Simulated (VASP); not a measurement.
A run of VASP 6.6.1 is set up as follows.

The input INCAR:

```
SYSTEM = Na
PREC = Accurate
ENCUT = 520
EDIFF = 1E-6
ISMEAR = 0
SIGMA = 0.05
LREAL = .FALSE.
LASPH = .TRUE.
NELM = 80
ALGO = Normal
ISIF = 2
LWAVE = .FALSE.
LCHARG = .FALSE.
GGA = PS
NBANDS = 10
```

File KPOINTS:

```
regular mesh
0
G
  12 12 12
  0 0 0
```

POSCAR

```
Na
1.0
    3.3904826470      0.0000000000      0.0000000000
    0.0000000000      3.3904826470      0.0000000000
    0.0000000000      0.0000000000      3.3904826470
Na
1
Direct
    0.0000000000      0.0000000000      0.0000000000
```

Potentials or basis: VASP PAW PBE potentials, release 64 (Na_pv).

The run is started by

```sh
$ cat potpaw_PBE.64/Na_pv/POTCAR > POTCAR
$ mpirun -np 1 vasp_std > vasp.out
```

Task: What does it give for the pressure?

Result: 0.0 GPa.

Task: Predict the band gap on the k mesh.

Result: Zero (an odd number of electrons rules out a gap without spin polarisation).

Caveat: the PAW data sets were made with another functional, which shifts forces and pressure a little.
